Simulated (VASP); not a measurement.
PtPb, 4 atoms in the cell. The structure is hexagonal, space group P6_3/mmc (No. 194). Conventional cell: a = 3.773 Å, b = 3.773 Å, c = 7.164 Å, α = 90.00°, β = 90.00°, γ = 120.00°. Within 3.8 Å of Pt (site symmetry -6m2) lie 6 Pb at 2.82 Å and 6 Pt at 3.77 Å. Pb (site symmetry -3m) has 6 Pt at 2.82 Å and 8 Pb at 3.58 to 3.77 Å within 3.8 Å. 

- Program: VASP 6.6.1
- Task: single point
- Functional: PBEsol
- Potentials or basis: VASP PAW PBE potentials, release 64 (Pt, Pb_d)
- Cutoff: 520 eV
- k mesh: 6 × 6 × 4
- Occupations: methfessel-paxton, width 0.1 eV
- Spin: no spin polarisation
- Dipole correction: no
- Further INCAR settings: ALGO = Normal; EDIFF = 1e-06; NBANDS = 32

Potentials or basis: VASP PAW PBE potentials, release 64 (Pt, Pb_d).

Launch:

```console
$ cat potpaw_PBE.64/Pt/POTCAR potpaw_PBE.64/Pb_d/POTCAR > POTCAR
$ mpirun -np 1 vasp_std > vasp.out
```

Hardware: 1 thread of Intel(R) Xeon(R) Platinum 8488C (Sapphire Rapids), with other jobs on the host.

Problem. Estimate the wall time of this run.

Solution. Wall time 45 s on 1 thread of Intel(R) Xeon(R) Platinum 8488C (Sapphire Rapids), on a shared host, peak memory 0.22 GiB. Counts: scf iterations 12, k points 21.
